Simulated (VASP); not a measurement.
A run of VASP 6.6.1 is set up as follows.

Contents of INCAR:

```
PREC = Accurate
ENCUT = 520
EDIFF = 1E-6
ISMEAR = 0
SIGMA = 0.1
LREAL = F
LASPH = T
NELM = 60
ALGO = Normal
ISIF = 2
LWAVE = F
LCHARG = T
GGA = PE
LELF = T
LVHAR = T
NBANDS = 13
```

File KPOINTS:

```
Automatic mesh
0
Gamma
  10 10 10
```

Contents of POSCAR:

```
C
1.0
   -1.2274146200      1.2274146200      3.0374496700
    1.2274146200     -1.2274146200      3.0374496700
    1.2274146200      1.2274146200     -3.0374496700
C
3
Direct
    0.3798992300      0.3798992300      0.0000000000
    0.7500000000      0.2500000000      0.5000000000
    0.6201007700      0.6201007700      0.0000000000
```

Potentials or basis: VASP PAW PBE potentials, release 64 (C).

Launch:

```sh
$ cat potpaw_PBE.64/C/POTCAR > POTCAR
$ mpirun -np 1 vasp_std > vasp.out
```

Estimate the largest force.

3.616 eV/Å.

What does it give for the pressure?

36.0 GPa.

Estimate the band gap on the k mesh.

zero (band 6 reaches 13.92 eV, above the bottom of band 7 at 7.71 eV).

Stress tensor (GPa, compression positive):
```
19.81  0.00  0.00
 0.00 19.81  0.00
 0.00  0.00 68.26
```

Caveat: the k points lie up to 0.36 Å⁻¹ apart; forces of over 1 eV/Å act on the atoms, so gaps and moduli don't describe the material at rest.
